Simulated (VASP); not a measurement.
Input of a VASP 6.6.1 run:

File INCAR:

```
  PREC = Accurate
  ENCUT = 520
  EDIFF = 1E-7
  ISMEAR = -1
  SIGMA = 0.05
  LREAL = False
  LASPH = True
  NELM = 80
  ALGO = Normal
  ISIF = 2
  LWAVE = False
  LCHARG = True
  GGA = PE
  LELF = True
  LVHAR = True
  NBANDS = 21
```

Contents of KPOINTS:

```
regular mesh
0
Gamma
  20 20 11
```

File POSCAR:

```
Ru
1.0
    2.7058000000      0.0000000000      0.0000000000
   -1.3529000000      2.3432915376      0.0000000000
    0.0000000000      0.0000000000      4.1534430000
Ru
2
Direct
    0.3333333333      0.6666666667      0.2500000000
    0.6666666667      0.3333333333      0.7500000000
```

Potentials or basis: VASP PAW PBE potentials, release 64 (Ru_pv).

The run is started by

```sh
$ cat potpaw_PBE.64/Ru_pv/POTCAR > POTCAR
$ mpirun -np 1 vasp_std > vasp.out
```

**Question.** Estimate the band gap on the k mesh.

**Answer.** Zero (band 14 reaches 14.96 eV, above the bottom of band 15 at 11.65 eV).

**Question.** What does it give for the pressure?

**Answer.** 16.2 GPa.

Stress tensor (GPa, compression positive):
```
11.25  0.00  0.00
 0.00 11.25  0.00
 0.00  0.00 26.14
```

Caveat: the cell differs from its parent crystal (z stretched by -3 %, then relaxed in part).
